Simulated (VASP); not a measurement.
**CuO (Tenorite): single point with PBE**

The system is CuO (Tenorite).

```
CELL_PARAMETERS angstrom
2.37267 -1.73382 0.00000
2.37267 1.73382 0.00000
-0.86122 0.00000 5.12443
ATOMIC_POSITIONS crystal
Cu 0.00000 0.50000 0.00000
Cu 0.50000 0.00000 0.50000
O 0.58160 0.41840 0.25000
O 0.41840 0.58160 0.75000
```

| Item | Value |
| --- | --- |
| Program | VASP 6.6.1 |
| Task | single point |
| Functional | PBE |
| Potentials or basis | VASP PAW PBE potentials, release 64 (Cu, O) |
| Cutoff | 520 eV |
| k mesh | 10 × 10 × 6 |
| Occupations | fermi-dirac, width 0.1 eV |
| Spin | no spin polarisation |
| Dipole correction | no |
| Further INCAR settings | ALGO = Normal; EDIFF = 1e-06; NBANDS = 25 |

```yaml
Pressure: -0.3 GPa
Largest_force: 0.336 eV/Å
Band_gap_on_the_k_mesh: zero (band 17 reaches 5.47 eV, above the bottom of band 18 at 4.77 eV)
```

Forces on the atoms (eV/Å):
```
Cu   0.000  0.000  0.000
Cu   0.000  0.000  0.000
O    0.000  0.336  0.000
O    0.000 -0.336  0.000
```

Stress tensor (GPa, compression positive):
```
-0.81  0.00 -0.19
 0.00  1.99  0.00
-0.19  0.00 -2.08
```

Levels at points of the mesh, in eV from the Fermi level:
```csv
k point,band 15,band 16,band 17,band 18,band 19,band 20
"(0.00, 0.00, 0.00)",-2.07,-1.60,0.20,0.90,1.59,6.01
"(0.50, 0.00, 0.00)",-1.43,-1.36,0.00,0.25,4.89,6.16
"(0.50, 0.50, 0.00)",-1.65,-1.18,-0.63,1.02,3.47,6.96
"(0.00, 0.00, 0.50)",-1.44,-1.44,0.24,0.24,3.81,3.81
"(0.50, 0.00, 0.50)",-1.68,-1.54,-0.11,0.71,5.13,6.38
"(0.50, 0.50, 0.50)",-1.25,-1.25,-0.42,-0.42,5.26,5.26
```

It took 92 s on 1 thread of AMD EPYC 9R45 96-Core Processor (Zen 5), on a shared host, peak memory 0.24 GiB.

Caveat: semilocal functionals often make such compounds metallic where correlation or magnetic order opens a gap, which also shifts bond lengths. With open d or f shells a metallic result of PBE can be an artefact of self-interaction; +U or a hybrid may open a gap.
